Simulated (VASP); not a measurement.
# WSe2 (P6_3/mmc) in VASP: notebook

WSe2 is run at these levels: PBE; tasks: single point.

Everything below comes from runs of VASP 6.6.1. Logs are shortened: lines on timing, memory, paths and dates and some standing lists are left out, and cuts for length are marked.

### Step 1. The cell of the first run

The structure is hexagonal, space group P6_3/mmc (No. 194). The conventional cell has a = 3.290 Å, b = 3.290 Å, c = 12.581 Å, α = 90.00°, β = 90.00°, γ = 120.00°. Within 3.3 Å of W (site symmetry -6m2) lie 6 Se at 2.50 Å and 6 W at 3.29 Å. Within 3.3 Å of Se (site symmetry 3m) lie 3 W at 2.50 Å and 7 Se at 3.25 to 3.29 Å.

### Step 2. Single point, PBE (zz strain of -3 %)

INCAR

```
SYSTEM = WSe2
PREC = Accurate
ENCUT = 520
EDIFF = 1E-6
ISMEAR = -1
SIGMA = 0.08
LREAL = .False.
LASPH = .True.
NELM = 60
ALGO = Normal
ISIF = 2
LWAVE = .False.
LCHARG = .False.
GGA = PE
NBANDS = 35
```

KPOINTS

```
regular mesh
0
Gamma
  11 11 3
  0 0 0
```

POSCAR

```
WSe2
1.0
    3.2899984505      0.0000000000      0.0000000000
   -1.6449992252      2.8492222365      0.0000000000
    0.0000000000      0.0000000000     12.5809000000
W Se
2 4
Direct
    0.3333333333      0.6666666667      0.2500000000
    0.6666666667      0.3333333333      0.7500000000
    0.3333333333      0.6666666667      0.6210000000
    0.6666666667      0.3333333333      0.1210000000
    0.3333333333      0.6666666667      0.8790000000
    0.6666666667      0.3333333333      0.3790000000
```

Potentials or basis: VASP PAW PBE potentials, release 64 (W_sv, Se).

Command:

```
cat potpaw_PBE.64/W_sv/POTCAR potpaw_PBE.64/Se/POTCAR > POTCAR
mpirun -np 1 vasp_std > vasp.out
```

OUTCAR:

```text
SYSTEM = WSe2
   PREC = Accurate
   ENCUT = 520
   EDIFF = 1E-6
   ISMEAR = -1
   LREAL = .False.
   LASPH = .True.
   NELM = 60
   ISIF = 2
   GGA = PE

 ion  position               nearest neighbor table
   1  0.333  0.667  0.250-   4 2.50   6 2.50   4 2.50   6 2.50   4 2.50   6 2.50
   2  0.667  0.333  0.750-   3 2.50   5 2.50   3 2.50   5 2.50   3 2.50   5 2.50
   3  0.333  0.667  0.621-   2 2.50   2 2.50   2 2.50
   4  0.667  0.333  0.121-   1 2.50   1 2.50   1 2.50
   5  0.333  0.667  0.879-   2 2.50   2 2.50   2 2.50
   6  0.667  0.333  0.379-   1 2.50   1 2.50   1 2.50

  LATTYP: Found a hexagonal cell.
 ALAT       =     3.2899984505
 C/A-ratio  =     3.8239835639

  Lattice vectors:

 A1 = (   3.2899984505,   0.0000000000,   0.0000000000)
 A2 = (  -1.6449992252,   2.8492222365,   0.0000000000)
 A3 = (   0.0000000000,   0.0000000000,  12.5809000000)

Analysis of symmetry for initial positions (statically):
=====================================================================
 Subroutine PRICEL returns:
 Original cell was already a primitive cell.

 Routine SETGRP: Setting up the symmetry group for a
 hexagonal supercell.

 Subroutine GETGRP returns: Found 24 space group operations
 (whereof 12 operations were pure point group operations)
 out of a pool of 24 trial point group operations.

The static configuration has the point symmetry D_3d.
 The point group associated with its full space group is D_6h.

Analysis of symmetry for dynamics (positions and initial velocities):
=====================================================================
 Subroutine PRICEL returns:
 Original cell was already a primitive cell.

 Routine SETGRP: Setting up the symmetry group for a
 hexagonal supercell.

 Subroutine GETGRP returns: Found 24 space group operations
 (whereof 12 operations were pure point group operations)
 out of a pool of 24 trial point group operations.

The dynamic configuration has the point symmetry D_3d.
 The point group associated with its full space group is D_6h.

 Subroutine INISYM returns: Found 24 space group operations
 (whereof 12 operations are pure point group operations),
 and found     1 'primitive' translations

----------------------------------------------------------------------------------------

                                     Primitive cell

  volume of cell :     117.9326

  direct lattice vectors                    reciprocal lattice vectors
     3.289998451  0.000000000  0.000000000     0.303951511  0.175486487  0.000000000
    -1.644999225  2.849222237  0.000000000     0.000000000  0.350972973  0.000000000
     0.000000000  0.000000000 12.580900000     0.000000000  0.000000000  0.079485569

  length of vectors
     3.289998451  3.289998450 12.580900000     0.350972973  0.350972973  0.079485569

  position of ions in fractional coordinates (direct lattice)
     0.333333333  0.666666667  0.250000000
     0.666666667  0.333333333  0.750000000
     0.333333333  0.666666667  0.621000000
     0.666666667  0.333333333  0.121000000
     0.333333333  0.666666667  0.879000000
     0.666666667  0.333333333  0.379000000

  ion indices of the primitive-cell ions
   primitive index   ion index
                 1           1
                 2           2
                 3           3
                 4           4
                 5           5
                 6           6

----------------------------------------------------------------------------------------

 KPOINTS: regular mesh

Automatic generation of k-mesh.
 Grid dimensions read from file:
 generate k-points for:   11   11    3

 Generating k-lattice:

  Cartesian coordinates                     Fractional coordinates (reciprocal lattice)
     0.027631956  0.015953317  0.000000000     0.090909091  0.000000000  0.000000000
     0.000000000  0.031906634  0.000000000     0.000000000  0.090909091  0.000000000
     0.000000000  0.000000000  0.026495190     0.000000000  0.000000000  0.333333333

  Length of vectors
     0.031906634  0.031906634  0.026495190

  Shift w.r.t. Gamma in fractional coordinates (k-lattice)
     0.000000000  0.000000000  0.000000000

 Subroutine IBZKPT returns following result:
 ===========================================

 Found     32 irreducible k-points:

 Following reciprocal coordinates:
            Coordinates               Weight
  0.000000  0.000000  0.000000      1.000000
  0.090909  0.000000  0.000000      6.000000
  0.181818 -0.000000  0.000000      6.000000
  0.272727  0.000000  0.000000      6.000000
  0.363636 -0.000000  0.000000      6.000000
  0.454545  0.000000  0.000000      6.000000
[... 16 lines left out ...]
  0.090909  0.090909  0.333333     12.000000
  0.181818  0.090909  0.333333     24.000000
 [... further k-points ...]
   k-points           NKPTS =     32   k-points in BZ     NKDIM =     32   number of bands    NBANDS=     35
   number of dos      NEDOS =    301   number of ions     NIONS =      6
   total plane-waves  NPLWV =  55296
   dimension x,y,z NGX =    24 NGY =   24 NGZ =   96
   dimension x,y,z NGXF=    48 NGYF=   48 NGZF=  192
   ions per type =               2   4
   NGX,Y,Z   is equivalent  to a cutoff of  12.13, 12.13, 12.69 a.u.
   NGXF,Y,Z  is equivalent  to a cutoff of  24.25, 24.25, 25.37 a.u.
 SYSTEM =  WSe2
   PREC   = accura    normal or accurate (medium, high low for compatibility)
   ISTART =      0    job   : 0-new  1-cont  2-samecut
   ICHARG =      2    charge: 1-file 2-atom 10-const
   ISPIN  =      1    spin polarized calculation?
   LNONCOLLINEAR =      F non collinear calculations
   LSORBIT =      F    spin-orbit coupling
   LASPH  =      T    aspherical Exc in radial PAW
   ENCUT  =  520.0 eV  38.22 Ry    6.18 a.u.   6.12  6.12 23.39*2*pi/ulx,y,z
   NELM   =     60;   NELMIN=  2; NELMDL= -5     # of ELM steps
   EDIFF  = 0.1E-05   stopping-criterion for ELM
   LREAL  =      F    real-space projection
   EDIFFG = 0.1E-04   stopping-criterion for IOM
   NSW    =      0    number of steps for IOM
   IBRION =     -1    ionic relax: 0-MD 1-quasi-New 2-CG
   NFREE  =      0    steps in history (QN), initial steepest desc. (CG)
   ISIF   =      2    stress and relaxation
   ISYM   =      2    0-nonsym 1-usesym 2-fastsym
   POTIM  = 0.5000    time-step for ionic-motion
   TEBEG  =    0.0;   TEEND  =   0.0 temperature during run
   PSTRESS=    0.0 pullay stress
   NELECT =      52.0000    total number of electrons
   NUPDOWN=      -1.0000    fix difference up-down
   EMIN   =  10.00;   EMAX   =-10.00  energy-range for DOS
   EFERMI =   0.00;   METHOD = LEGACY
   ISMEAR =    -1;   SIGMA  =   0.08  broadening in eV -4-tet -1-fermi 0-gaus
   EFERMI_NEDOS =   21; number of points for ismear=-14 and -15
   IALGO  =     38    algorithm
   IMIX   =      4    mixing-type and parameters
     AMIX     =   0.40;   BMIX     =  1.00
     AMIX_MAG =   1.60;   BMIX_MAG =  1.00
  volume/ion in A,a.u.               =      19.66       132.64
  Fermi-wavevector in a.u.,A,eV,Ry     =   1.246038  2.354671 21.124559  1.552611
  Thomas-Fermi vector in A             =   2.380234
   LORBIT       =      0    0 simple, 1 ext, 2 COOP (PROOUT), +10 PAW based schemes
   GGA     = PE    functional components
   LHFCALC =     F    Hartree Fock is set to
   AEXX    =    0.0000 exact exchange contribution
   IVDW    =     0    specifies the selected vdW correction
   LEPSILON=     F    determine dielectric tensor
   LRPA    =     F    only Hartree local field effects (RPA)
 non-spin polarized calculation
  energy-cutoff  :      520.00
  volume of cell :      117.93
 maximum number of plane-waves:      3200
   NGX = 13   NGY = 13   NGZ = 47

 number of electron      51.9999989 magnetization

 Free energy of the ion-electron system (eV)
  ---------------------------------------------------
  ext. energy  EPLUGINS =         0.00000000
  ---------------------------------------------------
  free energy    TOTEN  =       -42.91719449 eV

  energy without entropy =      -42.91702371  energy(sigma->0) =      -42.91710910

 E-fermi :   7.1943     XC(G=0): -10.9069

 val. band max:        6.8381670991   @ k =   0.0000   0.0000   0.0000
 cond. band min:       7.6723176734   @ k =   0.1818   0.1818   0.0000
 fundamental gap:      0.8341505743
 Fermi energy:         7.1942749532

 k-point     1 :       0.0000    0.0000    0.0000
  band No.  band energies     occupation
      1     -67.6735      2.00000
      2     -67.6734      2.00000
      3     -31.9386      2.00000
      4     -31.9385      2.00000
      5     -31.8307      2.00000
      6     -31.8307      2.00000
[... 27 lines left out ...]
     34       9.7131      0.00000
     35      11.1631      0.00000

 k-point     2 :       0.0909    0.0000    0.0000
  band No.  band energies     occupation
      1     -67.6726      2.00000
      2     -67.6726      2.00000
      3     -31.9348      2.00000
      4     -31.9347      2.00000
      5     -31.8501      2.00000
      6     -31.8501      2.00000
[... 27 lines left out ...]
     34       9.5838      0.00000
     35      11.8913      0.00000

 k-point     3 :       0.1818   -0.0000    0.0000
  band No.  band energies     occupation
      1     -67.6703      2.00000
      2     -67.6703      2.00000
      3     -31.9245      2.00000
      4     -31.9244      2.00000
      5     -31.9020      2.00000
      6     -31.9020      2.00000
[... 27 lines left out ...]
     34      10.1547      0.00000
     35      12.9932      0.00000
[... 723 lines left out ...]
 k-point    23 :       0.0909    0.0909    0.3333
  band No.  band energies     occupation
      1     -67.6710      2.00000
      2     -67.6710      2.00000
      3     -31.9277      2.00000
      4     -31.9277      2.00000
      5     -31.8846      2.00000
      6     -31.8846      2.00000
[... 27 lines left out ...]
     34      10.0170      0.00000
     35      12.9580      0.00000

 k-point    24 :       0.1818    0.0909    0.3333
  band No.  band energies     occupation
      1     -67.6684      2.00000
      2     -67.6684      2.00000
      3     -31.9412      2.00000
      4     -31.9412      2.00000
      5     -31.9158      2.00000
      6     -31.9158      2.00000
[... 27 lines left out ...]
     34      10.6282      0.00000
     35      13.6349      0.00000

 [... further k-points ...]

------------------------ aborting loop because EDIFF is reached ----------------------------------------

  FORCE on cell =-STRESS in cart. coord.  units (eV):
  Direction    XX          YY          ZZ          XY          YZ          ZX
  --------------------------------------------------------------------------------------
  -------------------------------------------------------------------------------------
  Total        5.2911072      5.2911072     10.2939216      0.0000000      0.0000000      0.0000000
  in kB       71.8825399     71.8825399    139.8484665      0.0000000      0.0000000      0.0000000
  external PRESSURE =      94.5378488 kB  Pullay stress =       0.0000000 kB

 VOLUME and BASIS-vectors are now :
 -----------------------------------------------------------------------------
  energy-cutoff  :      520.00
  volume of cell :      117.93
      direct lattice vectors                 reciprocal lattice vectors
     3.289998451  0.000000000  0.000000000     0.303951511  0.175486487  0.000000000
    -1.644999225  2.849222237  0.000000000     0.000000000  0.350972973  0.000000000
     0.000000000  0.000000000 12.580900000     0.000000000  0.000000000  0.079485569

 POSITION                                       TOTAL-FORCE (eV/Angst)
 -----------------------------------------------------------------------------------
     -0.00000      1.89948      3.14522        -0.000000      0.000000      0.000000
      1.64500      0.94974      9.43567         0.000000     -0.000000      0.000000
     -0.00000      1.89948      7.81274        -0.000000      0.000000     -1.118541
      1.64500      0.94974      1.52229         0.000000     -0.000000     -1.118541
     -0.00000      1.89948     11.05861        -0.000000      0.000000      1.118541
      1.64500      0.94974      4.76816         0.000000     -0.000000      1.118541
 -----------------------------------------------------------------------------------
    total drift:                                0.000000     -0.000000      0.000000

  FREE ENERGIE OF THE ION-ELECTRON SYSTEM (eV)
  ---------------------------------------------------
  free  energy   TOTEN  =       -42.9171944881 eV

  energy  without entropy=      -42.9170237141  energy(sigma->0) =      -42.91710910
```

Run time: 1.8 min. Hardware: 1 thread of AMD EPYC 7R13 (Zen 3), shared host; peak memory 0.25 GiB.

What came out:

| Item | Value |
| --- | --- |
| Free energy | -42.9172 eV |
| Pressure | 9.5 GPa |
| Largest force | 1.119 eV/Å |
| Band gap on the k mesh | 0.83 eV (least direct gap 1.65 eV) |

Forces in eV/Å, atoms in the order of the input:
```
W    0.000  0.000  0.000
W    0.000  0.000  0.000
Se   0.000  0.000 -1.119
Se   0.000  0.000 -1.119
Se   0.000  0.000  1.119
Se   0.000  0.000  1.119
```

Caveat: the cell differs from its parent crystal (zz strain of -3 %); the cell stands under pressure; spin-orbit coupling is left out, which moves the levels of the heavy elements; an odd mesh through Γ misses points on the zone boundary, where band edges can lie; this functional lacks dispersion, which binds the layers, so the pressure and a relaxed spacing across them are unreliable; forces of over 1 eV/Å act on the atoms, so gaps and moduli don't describe the material at rest.

[end of part 1 of 2]
